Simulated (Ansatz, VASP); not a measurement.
# AlNi3 in VASP and in Ansatz

File INCAR:

```
PREC = Accurate ; ENCUT = 600
EDIFF = 1E-7 ; ISMEAR = 0
SIGMA = 0.1 ; LREAL = F
LASPH = T ; NELM = 150
ALGO = Normal ; ISIF = 3
LWAVE = F ; LCHARG = F
ISPIN = 2 ; MAGMOM = 0 0.3 0.3 0.3
LORBIT = 11 ; LMAXMIX = 4
GGA = PE ; IBRION = 2
NSW = 90 ; EDIFFG = -0.04
```

Contents of KPOINTS:

```
regular mesh
0
Gamma
  6 6 6
```

The input POSCAR:

```
AlNi3
1.0
    3.5230547267      0.0000000000      0.0000000000
    0.0000000000      3.5230547267      0.0000000000
    0.0000000000      0.0000000000      3.5230547267
Al Ni
1 3
Direct
    0.0000000000      0.0000000000      0.0000000000
    0.0000000000      0.5000000000      0.5000000000
    0.5000000000      0.0000000000      0.5000000000
    0.5000000000      0.5000000000      0.0000000000
```

Input for Ansatz:

```yaml
crystal:
  lattice:
    - [3.5230547267, 0.0, 0.0]
    - [0.0, 3.5230547267, 0.0]
    - [0.0, 0.0, 3.5230547267]
  atoms:
    - { symbol: Al, position: [0.0, 0.0, 0.0] }
    - { symbol: Ni, position: [0.0, 0.5, 0.5], spin: 0.3 }
    - { symbol: Ni, position: [0.5, 0.0, 0.5], spin: 0.3 }
    - { symbol: Ni, position: [0.5, 0.5, 0.0], spin: 0.3 }
basis:
  ecutwfc: 420
kpoints:
  mp_grid: { grid: [6, 6, 6] }
hamiltonian:
  xc: pbe
scf:
  occupations: { method: gaussian, width: 0.1 }
  lower_state_search: "off"
output:
  forces: true
  stress: true
  eigenvalues: true
  populations: true
magnetization:
  spin_polarized: true
relax:
  adjacent_minimum: "off"
  f_tol: 0.04
  max_steps: 70
  cell: { stress_tol: 0.4 }
```

Alike in both runs: task relaxation of cell and atoms; functional PBE; k mesh 6 × 6 × 6; occupations gaussian, width 0.1 eV; collinear spin.

|  | VASP | Ansatz |
| --- | --- | --- |
| version | VASP 6.6.1 | Ansatz 0.2.0 |
| potentials or method | VASP PAW PBE potentials, release 64 (Al, Ni), cutoff 600 eV | scalar-relativistic, plane waves, PAW |
| valence electrons in the cell | 33 | 57 |

|  | VASP | Ansatz | Ansatz less VASP |
| --- | --- | --- | --- |
| gap on the k mesh at the Fermi level, each at its own relaxed structure (eV) | none | none | - |
| net moment per atom (μB) | 0.18 | 0.18 | +0.001 |
| size of the moment on the site where the two differ most (μB) | 0.26 | 0.28 | +0.015 |
| relaxed volume (Å³/atom) | 11.35 | 11.33 | -0.013 |
| relaxed length of the cell vector where the two differ most in proportion (Å) | 3.567 | 3.566 | -0.0014 |

Site moments also hang on the region over which each program counts them. A gap of «none» marks a metal or a gap that the smearing closes. VASP's potentials hold 33 valence electrons a cell and Ansatz's 57, so a difference there can come from the potentials and not from the codes.
